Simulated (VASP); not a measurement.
Runs of VASP 6.6.1 on Ir. The structure is that of space group I4/mmm (No. 139), or close to it. The cells are those of the table. 

| cell | gap on the mesh (eV) | pressure (GPa) |
| --- | --- | --- |
| a = 2.594, b = 2.594, c = 2.786 Å, angles 57.5, 57.5, 65.0°, 1 atom | none | 34.2 |
| a = 2.705, b = 2.705, c = 2.489 Å, angles 62.6, 62.6, 54.8°, 1 atom | none | 53.3 |
| a = 2.555, b = 2.555, c = 2.831 Å, angles 56.4, 56.4, 67.3°, 1 atom | none | 56.0 |
| a = 2.731, b = 2.731, c = 2.513 Å, angles 62.6, 62.6, 54.8°, 1 atom | none | (a) |

Alike in all rows: task single point; level LDA; potentials or basis VASP PAW LDA potentials, release 64 (Ir); no spin polarisation; k mesh 22 × 22 × 22; cutoff (eV) 520; smearing gaussian 0.15 eV.

Fill in the values left out.

(a) 36.3.

Caveats: the cell stands under pressure; spin-orbit coupling is left out, which moves the levels of the heavy elements.

A k mesh can miss the band edges, and the runs leave out spin-orbit coupling on Ir.

A gap of «none» marks levels without a gap at the run's occupations.
